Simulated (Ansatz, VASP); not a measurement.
## Na2N in VASP and in Ansatz

```xyz
3
Lattice="3.3240 0.0000 0.0000 -1.6620 2.8786 0.0000 0.0000 0.0000 5.8549" Properties=species:S:1:pos:R:3 pbc="T T T"
Na    0.0000    1.9191    1.4479
Na    1.6620    0.9595    4.4070
N     0.0000    0.0000    0.0000
```

Change from the starting cell: species swapped into the HfTe2 type (P-3m1, No. 164).

Alike in both runs: task relaxation of cell and atoms; functional PBE; k mesh 6 × 6 × 4; occupations gaussian, width 0.1 eV; no spin polarisation.

|  | VASP | Ansatz |
| --- | --- | --- |
| version | VASP 6.6.1 | Ansatz 0.2.0 |
| potentials or method | VASP PAW PBE potentials, release 64 (Na_pv, N), cutoff 600 eV | scalar-relativistic, plane waves, PAW |
| valence electrons in the cell | 19 | 23 |

Ansatz gave:

- gap on the k mesh at the Fermi level, each at its own relaxed structure (eV): none
- relaxed volume (Å³/atom): 21.81
- relaxed cell length with the largest relative difference (Å): 5.542

Which values does VASP return?

gap on the k mesh at the Fermi level, each at its own relaxed structure (eV): none; relaxed volume (Å³/atom): 20.58; relaxed cell length with the largest relative difference (Å): 5.149.

A gap of «none» marks a metal or a gap that the smearing closes. One of these differences is far larger than is usual between the two programs; its cause wasn't traced. VASP's potentials hold 19 valence electrons a cell and Ansatz's 23, so a difference there can come from the potentials and not from the codes.

The k mesh is coarse, so the values compare programs but aren't converged.
